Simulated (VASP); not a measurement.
# MgO (P6_3mc) in VASP: further runs

MgO is run at these levels: PBEsol; tasks: single point.

All numbers are computed with VASP 6.6.1; they aren't measurements. Logs are shortened: lines on timing, memory, paths and dates and some standing lists are left out, and cuts for length are marked.

## (1) The cell of the first run

It takes space group P6_3mc (No. 186, hexagonal). The conventional cell has a = 3.349 Å, b = 3.349 Å, c = 4.885 Å, α = 90.00°, β = 90.00°, γ = 120.00°. Within 2.4 Å of Mg (site symmetry 3m) lie 4 O at 1.83 to 2.03 Å. O (site symmetry 3m) has 4 Mg at 1.83 to 2.03 Å within 2.4 Å.

## (2) Single point, PBEsol (c/a of the conventional cell at fixed volume 1.4587)

INCAR

```
SYSTEM = MgO
PREC     = Accurate       ! precision mode
ENCUT    = 520            ! plane-wave cutoff, eV
EDIFF    = 1E-6           ! SCF threshold, eV
ISMEAR   = 0              ! smearing method
SIGMA    = 0.05           ! smearing width, eV
LREAL    = .FALSE.        ! projectors in reciprocal space
LASPH    = .TRUE.         ! aspherical terms in the spheres
NELM     = 100            ! most SCF steps
ALGO     = Normal         ! electronic algorithm
ISIF     = 2              ! what is computed and relaxed
LWAVE    = .FALSE.        ! write WAVECAR
LCHARG   = .TRUE.         ! write CHGCAR
GGA      = PS             ! functional
LELF     = .TRUE.         ! ELF
LVHAR    = .TRUE.       
NBANDS   = 16             ! bands
```

KPOINTS

```
regular mesh
0
G
  9 9 6
  0 0 0
```

POSCAR

```
MgO
1.0
    3.3486902732      0.0000000000      0.0000000000
   -1.6743451366      2.9000508460      0.0000000000
    0.0000000000      0.0000000000      4.8847345015
Mg O
2 2
Direct
    0.3333333333      0.6666666667      0.0272667940
    0.6666666667      0.3333333333      0.5272667940
    0.3333333333      0.6666666667      0.4009416620
    0.6666666667      0.3333333333      0.9009416620
```

Potentials or basis: VASP PAW PBE potentials, release 64 (Mg, O).

Run with:

```bash
> cat potpaw_PBE.64/Mg/POTCAR potpaw_PBE.64/O/POTCAR > POTCAR
> mpirun -np 1 vasp_std > vasp.out
```

OUTCAR:

```text
SYSTEM = MgO
   PREC = Accurate
   ENCUT = 520
   EDIFF = 1E-6
   ISMEAR = 0
   LREAL = .FALSE.
   LASPH = .TRUE.
   NELM = 100
   ISIF = 2
   GGA = PS

 ion  position               nearest neighbor table
   1  0.333  0.667  0.027-   3 1.83   4 2.03   4 2.03   4 2.03   2 3.11   2 3.11   2 3.11   2 3.11
                             2 3.11   2 3.11
   2  0.667  0.333  0.527-   4 1.83   3 2.03   3 2.03   3 2.03   1 3.11   1 3.11   1 3.11   1 3.11
                             1 3.11   1 3.11
   3  0.333  0.667  0.401-   1 1.83   2 2.03   2 2.03   2 2.03
   4  0.667  0.333  0.901-   2 1.83   1 2.03   1 2.03   1 2.03

  LATTYP: Found a hexagonal cell.
 ALAT       =     3.3486902732
 C/A-ratio  =     1.4587000000

  Lattice vectors:

 A1 = (   3.3486902732,   0.0000000000,   0.0000000000)
 A2 = (  -1.6743451366,   2.9000508460,   0.0000000000)
 A3 = (   0.0000000000,   0.0000000000,   4.8847345015)

Analysis of symmetry for initial positions (statically):
=====================================================================
 Subroutine PRICEL returns:
 Original cell was already a primitive cell.

 Routine SETGRP: Setting up the symmetry group for a
 hexagonal supercell.

 Subroutine GETGRP returns: Found 12 space group operations
 (whereof  6 operations were pure point group operations)
 out of a pool of 24 trial point group operations.

The static configuration has the point symmetry C_3v.
 The point group associated with its full space group is C_6v.

Analysis of symmetry for dynamics (positions and initial velocities):
=====================================================================
 Subroutine PRICEL returns:
 Original cell was already a primitive cell.

 Routine SETGRP: Setting up the symmetry group for a
 hexagonal supercell.

 Subroutine GETGRP returns: Found 12 space group operations
 (whereof  6 operations were pure point group operations)
 out of a pool of 24 trial point group operations.

The dynamic configuration has the point symmetry C_3v.
 The point group associated with its full space group is C_6v.

 Subroutine INISYM returns: Found 12 space group operations
 (whereof  6 operations are pure point group operations),
 and found     1 'primitive' translations

----------------------------------------------------------------------------------------

                                     Primitive cell

  volume of cell :      47.4375

  direct lattice vectors                    reciprocal lattice vectors
     3.348690273  0.000000000  0.000000000     0.298624214  0.172410770  0.000000000
    -1.674345137  2.900050846  0.000000000     0.000000000  0.344821540  0.000000000
     0.000000000  0.000000000  4.884734501     0.000000000  0.000000000  0.204719417

  length of vectors
     3.348690273  3.348690273  4.884734501     0.344821540  0.344821540  0.204719417

  position of ions in fractional coordinates (direct lattice)
     0.333333333  0.666666667  0.027266794
     0.666666667  0.333333333  0.527266794
     0.333333333  0.666666667  0.400941662
     0.666666667  0.333333333  0.900941662

  ion indices of the primitive-cell ions
   primitive index   ion index
                 1           1
                 2           2
                 3           3
                 4           4

----------------------------------------------------------------------------------------

 KPOINTS: regular mesh

Automatic generation of k-mesh.
 Grid dimensions read from file:
 generate k-points for:    9    9    6

 Generating k-lattice:

  Cartesian coordinates                     Fractional coordinates (reciprocal lattice)
     0.033180468  0.019156752  0.000000000     0.111111111  0.000000000  0.000000000
     0.000000000  0.038313504  0.000000000     0.000000000  0.111111111  0.000000000
     0.000000000  0.000000000  0.034119903     0.000000000  0.000000000  0.166666667

  Length of vectors
     0.038313504  0.038313504  0.034119903

  Shift w.r.t. Gamma in fractional coordinates (k-lattice)
     0.000000000  0.000000000  0.000000000

 Subroutine IBZKPT returns following result:
 ===========================================

 Found     48 irreducible k-points:

 Following reciprocal coordinates:
            Coordinates               Weight
  0.000000  0.000000  0.000000      1.000000
  0.111111  0.000000  0.000000      6.000000
  0.222222  0.000000  0.000000      6.000000
  0.333333 -0.000000  0.000000      6.000000
  0.444444  0.000000  0.000000      6.000000
  0.111111  0.111111  0.000000      6.000000
[... 16 lines left out ...]
  0.333333  0.222222  0.166667     24.000000
  0.333333  0.333333  0.166667      4.000000
 [... further k-points ...]
   k-points           NKPTS =     48   k-points in BZ     NKDIM =     48   number of bands    NBANDS=     16
   number of dos      NEDOS =    301   number of ions     NIONS =      4
   total plane-waves  NPLWV =  28224
   dimension x,y,z NGX =    28 NGY =   28 NGZ =   36
   dimension x,y,z NGXF=    56 NGYF=   56 NGZF=   72
   ions per type =               2   2
   NGX,Y,Z   is equivalent  to a cutoff of  13.90, 13.90, 12.25 a.u.
   NGXF,Y,Z  is equivalent  to a cutoff of  27.80, 27.80, 24.50 a.u.
 SYSTEM =  MgO
   PREC   = accura    normal or accurate (medium, high low for compatibility)
   ISTART =      0    job   : 0-new  1-cont  2-samecut
   ICHARG =      2    charge: 1-file 2-atom 10-const
   ISPIN  =      1    spin polarized calculation?
   LNONCOLLINEAR =      F non collinear calculations
   LSORBIT =      F    spin-orbit coupling
   LASPH  =      T    aspherical Exc in radial PAW
   ENCUT  =  520.0 eV  38.22 Ry    6.18 a.u.   6.23  6.23  9.08*2*pi/ulx,y,z
   NELM   =    100;   NELMIN=  2; NELMDL= -5     # of ELM steps
   EDIFF  = 0.1E-05   stopping-criterion for ELM
   LREAL  =      F    real-space projection
   EDIFFG = 0.1E-04   stopping-criterion for IOM
   NSW    =      0    number of steps for IOM
   IBRION =     -1    ionic relax: 0-MD 1-quasi-New 2-CG
   NFREE  =      0    steps in history (QN), initial steepest desc. (CG)
   ISIF   =      2    stress and relaxation
   ISYM   =      2    0-nonsym 1-usesym 2-fastsym
   POTIM  = 0.5000    time-step for ionic-motion
   TEBEG  =    0.0;   TEEND  =   0.0 temperature during run
   PSTRESS=    0.0 pullay stress
   NELECT =      16.0000    total number of electrons
   NUPDOWN=      -1.0000    fix difference up-down
   EMIN   =  10.00;   EMAX   =-10.00  energy-range for DOS
   EFERMI =   0.00;   METHOD = LEGACY
   ISMEAR =     0;   SIGMA  =   0.05  broadening in eV -4-tet -1-fermi 0-gaus
   EFERMI_NEDOS =   21; number of points for ismear=-14 and -15
   IALGO  =     38    algorithm
   IMIX   =      4    mixing-type and parameters
     AMIX     =   0.40;   BMIX     =  1.00
     AMIX_MAG =   1.60;   BMIX_MAG =  1.00
  volume/ion in A,a.u.               =      11.86        80.03
  Fermi-wavevector in a.u.,A,eV,Ry     =   1.139570  2.153475 17.668792  1.298620
  Thomas-Fermi vector in A             =   2.276273
   LORBIT       =      0    0 simple, 1 ext, 2 COOP (PROOUT), +10 PAW based schemes
   GGA     = PS    functional components
   LHFCALC =     F    Hartree Fock is set to
   AEXX    =    0.0000 exact exchange contribution
   IVDW    =     0    specifies the selected vdW correction
   LEPSILON=     F    determine dielectric tensor
   LRPA    =     F    only Hartree local field effects (RPA)
 non-spin polarized calculation
 Gauss-broadening in eV      SIGMA  =   0.05
  energy-cutoff  :      520.00
  volume of cell :       47.44
 maximum number of plane-waves:      1308
 NGX is ok and might be reduce to    28
   NGX = 13   NGY = 13   NGZ = 19

 number of electron      15.9999998 magnetization

 Free energy of the ion-electron system (eV)
  ---------------------------------------------------
  ext. energy  EPLUGINS =         0.00000000
  ---------------------------------------------------
  free energy    TOTEN  =       -24.26004814 eV

  energy without entropy =      -24.26004814  energy(sigma->0) =      -24.26004814

 E-fermi :   1.0537     XC(G=0):  -9.9431

 val. band max:        0.8602354869   @ k =   0.0000   0.0000   0.0000
 cond. band min:       4.2999689466   @ k =   0.0000   0.0000   0.0000
 fundamental gap:      3.4397334597
 Fermi energy:         1.0536911835

 k-point     1 :       0.0000    0.0000    0.0000
  band No.  band energies     occupation
      1     -15.2012      2.00000
      2     -14.3284      2.00000
      3      -2.2399      2.00000
      4       0.2133      2.00000
      5       0.2133      2.00000
      6       0.5800      2.00000
[... 8 lines left out ...]
     15      17.1597      0.00000
     16      17.1597      0.00000

 k-point     2 :       0.1111    0.0000    0.0000
  band No.  band energies     occupation
      1     -15.1415      2.00000
      2     -14.3137      2.00000
      3      -2.1264      2.00000
      4      -0.0911      2.00000
      5       0.1250      2.00000
      6       0.1982      2.00000
[... 8 lines left out ...]
     15      17.0562      0.00000
     16      17.1822      0.00000

 k-point     3 :       0.2222    0.0000    0.0000
  band No.  band energies     occupation
      1     -14.9809      2.00000
      2     -14.2826      2.00000
      3      -1.8095      2.00000
      4      -0.8905      2.00000
      5      -0.3495      2.00000
      6      -0.0602      2.00000
[... 8 lines left out ...]
     15      16.0814      0.00000
     16      16.2204      0.00000

 k-point     4 :       0.3333   -0.0000    0.0000
  band No.  band energies     occupation
      1     -14.7707      2.00000
      2     -14.2677      2.00000
      3      -1.6687      2.00000
      4      -1.3277      2.00000
      5      -0.8251      2.00000
      6      -0.2382      2.00000
[... 8 lines left out ...]
     15      15.4988      0.00000
     16      16.2365      0.00000
[... 324 lines left out ...]
 k-point    22 :       0.2222    0.2222    0.1667
  band No.  band energies     occupation
      1     -14.6374      2.00000
      2     -14.2968      2.00000
      3      -1.6819      2.00000
      4      -1.5489      2.00000
      5      -0.5311      2.00000
      6      -0.4969      2.00000
[... 8 lines left out ...]
     15      14.8994      0.00000
     16      17.0762      0.00000

 k-point    23 :       0.3333    0.2222    0.1667
  band No.  band energies     occupation
      1     -14.4917      2.00000
      2     -14.3240      2.00000
      3      -1.8874      2.00000
      4      -1.3669      2.00000
      5      -0.9559      2.00000
      6      -0.2535      2.00000
[... 8 lines left out ...]
     15      14.6314      0.00000
     16      17.0502      0.00000

 k-point    24 :       0.3333    0.3333    0.1667
  band No.  band energies     occupation
      1     -14.3874      2.00000
      2     -14.3874      2.00000
      3      -1.7344      2.00000
      4      -1.2716      2.00000
      5      -1.2716      2.00000
      6      -0.3681      2.00000
[... 8 lines left out ...]
     15      14.5123      0.00000
     16      17.7746      0.00000

 [... further k-points ...]
[... 5 lines left out ...]
  --------------------------------------------------------------------------------------
  -------------------------------------------------------------------------------------
  Total       -1.7785514     -1.7785514      6.1638980      0.0000000     -0.0000000      0.0000000
  in kB      -60.0696975    -60.0696975    208.1826201      0.0000000     -0.0000000      0.0000000
  external PRESSURE =      29.3477417 kB  Pullay stress =       0.0000000 kB

 VOLUME and BASIS-vectors are now :
 -----------------------------------------------------------------------------
  energy-cutoff  :      520.00
  volume of cell :       47.44
      direct lattice vectors                 reciprocal lattice vectors
     3.348690273  0.000000000  0.000000000     0.298624214  0.172410770  0.000000000
    -1.674345137  2.900050846  0.000000000     0.000000000  0.344821540  0.000000000
     0.000000000  0.000000000  4.884734501     0.000000000  0.000000000  0.204719417

 POSITION                                       TOTAL-FORCE (eV/Angst)
 -----------------------------------------------------------------------------------
     -0.00000      1.93337      0.13319        -0.000000      0.000000     -1.929083
      1.67435      0.96668      2.57556         0.000000     -0.000000     -1.929083
     -0.00000      1.93337      1.95849        -0.000000      0.000000      1.929083
      1.67435      0.96668      4.40086         0.000000     -0.000000      1.929083
 -----------------------------------------------------------------------------------
    total drift:                               -0.000000      0.000000      0.001640

  FREE ENERGIE OF THE ION-ELECTRON SYSTEM (eV)
  ---------------------------------------------------
  free  energy   TOTEN  =       -24.2600481366 eV

  energy  without entropy=      -24.2600481366  energy(sigma->0) =      -24.26004814
```

Run time: 20 s. Hardware: 1 thread of Intel Xeon 6975P-C (Granite Rapids), shared host; peak memory 0.18 GiB.

Results:

- Free energy: -24.2600 eV
- Pressure: 2.9 GPa
- Largest force: 1.929 eV/Å
- Band gap on the k mesh: 3.44 eV, direct

Forces on the atoms (eV/Å):
```
Mg   0.000  0.000 -1.929
Mg   0.000  0.000 -1.929
O    0.000  0.000  1.929
O    0.000  0.000  1.929
```

Levels at points of the mesh, in eV from the valence-band top:
```
           k point  band 5  band 6  band 7  band 8  band 9  band 10  band 11  band 12
(0.00, 0.00, 0.00)   -0.65   -0.28   -0.28    0.00    3.44     8.23    10.42    13.70
(0.00, 0.00, 0.50)   -0.47   -0.47   -0.47   -0.47    5.86     5.86    13.41    13.41
```

Caveat: the PAW data sets were made with another functional, which shifts forces and pressure a little.

## (3) Single point, PBEsol (c/a of the conventional cell at fixed volume 1.6410)

INCAR

```
SYSTEM = MgO
  PREC = Accurate
  ENCUT = 520
  EDIFF = 1E-7
  ISMEAR = 0
  SIGMA = 0.05
  LREAL = .FALSE.
  LASPH = .TRUE.
  NELM = 100
  ALGO = Normal
  ISIF = 2
  LWAVE = .FALSE.
  LCHARG = .TRUE.
  GGA = PS
  LELF = .TRUE.
  LVHAR = .TRUE.
  NBANDS = 16
```

KPOINTS is that of step 2.

POSCAR

```
MgO
1.0
    3.2197892641      0.0000000000      0.0000000000
   -1.6098946321      2.7884192976      0.0000000000
    0.0000000000      0.0000000000      5.2836741825
Mg O
2 2
Direct
    0.3333333333      0.6666666667     -0.0435585739
    0.6666666667      0.3333333333      0.4564414261
    0.3333333333      0.6666666667      0.4009416620
    0.6666666667      0.3333333333      0.9009416620
```

Potentials or basis: VASP PAW PBE potentials, release 64 (Mg, O).

Run with:

```bash
> cat potpaw_PBE.64/Mg/POTCAR potpaw_PBE.64/O/POTCAR > POTCAR
> mpirun -np 1 vasp_std > vasp.out
```

Run time: 18 s. Hardware: 1 thread of Intel Xeon 6975P-C (Granite Rapids), shared host; peak memory 0.17 GiB.

The run converged. Its results:

```yaml
Free_energy: -24.0169 eV
Pressure: 6.4 GPa
Largest_force: 0.859 eV/Å
Band_gap_on_the_k_mesh: 3.11 eV, direct
```

Forces on the atoms (eV/Å):
```
Mg   0.000  0.000  0.859
Mg   0.000  0.000  0.859
O    0.000  0.000 -0.859
O    0.000  0.000 -0.859
```

Stress tensor (GPa, compression positive):
```
 15.14   0.00   0.00
  0.00  15.14   0.00
  0.00   0.00 -11.02
```

Levels at points of the mesh, in eV from the valence-band top:
| k point | band 4 | band 5 | band 6 | band 7 | band 8 | band 9 | band 10 | band 11 | band 12 | band 13 |
| --- | --- | --- | --- | --- | --- | --- | --- | --- | --- | --- |
| (0.00, 0.00, 0.00) | -0.94 | -0.94 | -0.70 | -0.70 | 0.00 | 3.11 | 8.69 | 9.50 | 14.70 | 14.76 |
| (0.00, 0.00, 0.50) | -2.17 | -0.82 | -0.82 | -0.82 | -0.82 | 5.76 | 5.76 | 12.36 | 12.36 | 15.17 |

Caveat: the PAW data sets were made with another functional, which shifts forces and pressure a little. A k mesh can miss the band edges.

## (4) Single point, PBEsol (c/a of the conventional cell at fixed volume 1.4587)

INCAR

```
SYSTEM = MgO
PREC     = Accurate       ! precision mode
ENCUT    = 520            ! plane-wave cutoff, eV
EDIFF    = 1E-7           ! SCF threshold, eV
ISMEAR   = 0              ! smearing method
SIGMA    = 0.05           ! smearing width, eV
LREAL    = .False.        ! projectors in reciprocal space
LASPH    = .True.         ! aspherical terms in the spheres
NELM     = 100            ! most SCF steps
ALGO     = Normal         ! electronic algorithm
ISIF     = 2              ! what is computed and relaxed
LWAVE    = .False.        ! write WAVECAR
LCHARG   = .False.        ! write CHGCAR
GGA      = PS             ! functional
NBANDS   = 16             ! bands
```

KPOINTS

```
regular mesh
0
Gamma
  9 9 6
  0 0 0
```

POSCAR

```
MgO
1.0
    3.3486902732      0.0000000000      0.0000000000
   -1.6743451366      2.9000508460      0.0000000000
    0.0000000000      0.0000000000      4.8847345015
Mg O
2 2
Direct
    0.3333333333      0.6666666667     -0.0435585739
    0.6666666667      0.3333333333      0.4564414261
    0.3333333333      0.6666666667      0.4009416620
    0.6666666667      0.3333333333      0.9009416620
```

Run with:

```bash
> cat potpaw_PBE.64/Mg/POTCAR potpaw_PBE.64/O/POTCAR > POTCAR
> mpirun -np 1 vasp_std > vasp.out
```

It took 24 s on 1 thread of Intel Xeon 6975P-C (Granite Rapids), shared host; peak memory 0.18 GiB.

Results (log left out):

```
Free energy            : -24.4512 eV
Pressure               : -1.8 GPa
Largest force          : 0.433 eV/Å
Band gap on the k mesh : 2.97 eV, direct
```

Forces on the atoms (eV/Å):
```
Mg   0.000  0.000  0.433
Mg   0.000  0.000  0.433
O    0.000  0.000 -0.433
O    0.000  0.000 -0.433
```

Stress tensor (GPa, compression positive):
```
 2.10  0.00  0.00
 0.00  2.10  0.00
 0.00  0.00 -9.48
```

Levels at points of the mesh, in eV from the valence-band top:
| k point | band 4 | band 5 | band 6 | band 7 | band 8 | band 9 | band 10 | band 11 | band 12 | band 13 |
| --- | --- | --- | --- | --- | --- | --- | --- | --- | --- | --- |
| (0.00, 0.00, 0.00) | -1.27 | -1.27 | -0.84 | -0.84 | 0.00 | 2.97 | 8.36 | 10.06 | 13.42 | 13.42 |
| (0.00, 0.00, 0.50) | -2.26 | -1.06 | -1.06 | -1.06 | -1.06 | 5.70 | 5.70 | 12.88 | 12.88 | 13.83 |

Caveat: the PAW data sets were made with another functional, which shifts forces and pressure a little.
